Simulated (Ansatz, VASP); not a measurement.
## Two plane-wave programs on Ba

File INCAR:

```
SYSTEM = Ba
PREC = Accurate ; ENCUT = 520
EDIFF = 1E-6 ; ISMEAR = 0
SIGMA = 0.15 ; LREAL = .False.
LASPH = .True. ; NELM = 60
ALGO = Fast ; ISIF = 2
LWAVE = .False. ; LCHARG = .True.
GGA = CA ; LELF = .True.
LVHAR = .True. ; NBANDS = 11
```

File KPOINTS:

```
regular mesh
0
Gamma
  14 14 14
  0 0 0
```

POSCAR

```
Ba
1.0
   -2.6562500000      2.3437500000      2.5000000000
    2.6562500000     -2.3437500000      2.5000000000
    2.6562500000      2.3437500000     -2.5000000000
Ba
1
Direct
    0.0000000000      0.0000000000      0.0000000000
```

Input for Ansatz:

```yaml
crystal:
  lattice:
    - [-2.65625, 2.34375, 2.5]
    - [2.65625, -2.34375, 2.5]
    - [2.65625, 2.34375, -2.5]
  atoms:
    - { symbol: Ba, position: [0.0, 0.0, 0.0] }
basis:
  ecutwfc: 420
kpoints:
  mp_grid: { grid: [14, 14, 14] }
hamiltonian:
  xc: lda
scf:
  occupations: { method: gaussian, width: 0.15 }
output:
  forces: true
  stress: true
  eigenvalues: true
```

Change from the starting cell: strain +0.0625 x Voigt [1, -1, 0, 0, 0, 0], atoms carried along.

Alike in both runs: task single point; functional LDA; k mesh 14 × 14 × 14; occupations gaussian, width 0.15 eV; no spin polarisation.

|  | VASP | Ansatz |
| --- | --- | --- |
| version | VASP 6.6.1 | Ansatz 0.2.0 |
| potentials or method | VASP PAW LDA potentials, release 64 (Ba_sv), cutoff 520 eV | scalar-relativistic, plane waves, PAW |
| valence electrons in the cell | 10 | 10 |

VASP gave:

```
gap on the k mesh at the Fermi level (eV)                     : none
pressure (GPa)                                                : -1.1
traceless stress, the component that is largest in VASP (GPa) : 0.31
```

Estimate Ansatz's values.

gap on the k mesh at the Fermi level (eV): none; pressure (GPa): -1.2; traceless stress, the component that is largest in VASP (GPa): 0.30.

LDA's correlation is that of Perdew and Zunger in VASP and of Perdew and Wang (1992) in Ansatz. A gap of «none» marks a metal or a gap that the smearing closes.

Spin-orbit coupling is off throughout.
